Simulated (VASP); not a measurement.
Input of a VASP 6.6.1 run:

The input INCAR:

```
SYSTEM = Ti3Al
PREC     = Accurate       ! precision mode
ENCUT    = 520            ! plane-wave cutoff, eV
EDIFF    = 1E-6           ! SCF threshold, eV
ISMEAR   = 0              ! smearing method
SIGMA    = 0.1            ! smearing width, eV
LREAL    = .False.        ! projectors in reciprocal space
LASPH    = .True.         ! aspherical terms in the spheres
NELM     = 150            ! most SCF steps
ALGO     = Normal         ! electronic algorithm
ISIF     = 2              ! what is computed and relaxed
LWAVE    = .False.        ! write WAVECAR
LCHARG   = .False.        ! write CHGCAR
ISPIN    = 2              ! spin polarisation
MAGMOM   = 0.27 0.27 1.13 0 ! initial moments
LORBIT   = 11             ! projections on sites
LMAXMIX  = 4              ! l up to which the mixer works
GGA      = PE             ! functional
NBANDS   = 32             ! bands
```

File KPOINTS:

```
regular mesh
0
Gamma
  12 12 12
  0 0 0
```

The input POSCAR:

```
Ti3Al
1.0
    0.0000000000      3.2306092806      3.2306092806
    3.2306092806      0.0000000000      3.2306092806
    3.2306092806      3.2306092806      0.0000000000
Ti Al
3 1
Direct
    0.7500000000      0.7500000000      0.7500000000
    0.2500000000      0.2500000000      0.2500000000
    0.0000000000      0.0000000000      0.0000000000
    0.5000000000      0.5000000000      0.5000000000
```

Potentials or basis: VASP PAW PBE potentials, release 64 (Ti_sv, Al).

Run with:

```sh
$ cat potpaw_PBE.64/Ti_sv/POTCAR potpaw_PBE.64/Al/POTCAR > POTCAR
$ mpirun -np 1 vasp_std > vasp.out
```

Estimate the site moments.

Ti +0.24, +1.02 (each value once); Al -0.02 μB.

Estimate the net moment.

1.96 μB per cell.

Predict the pressure.

-0.1 GPa.
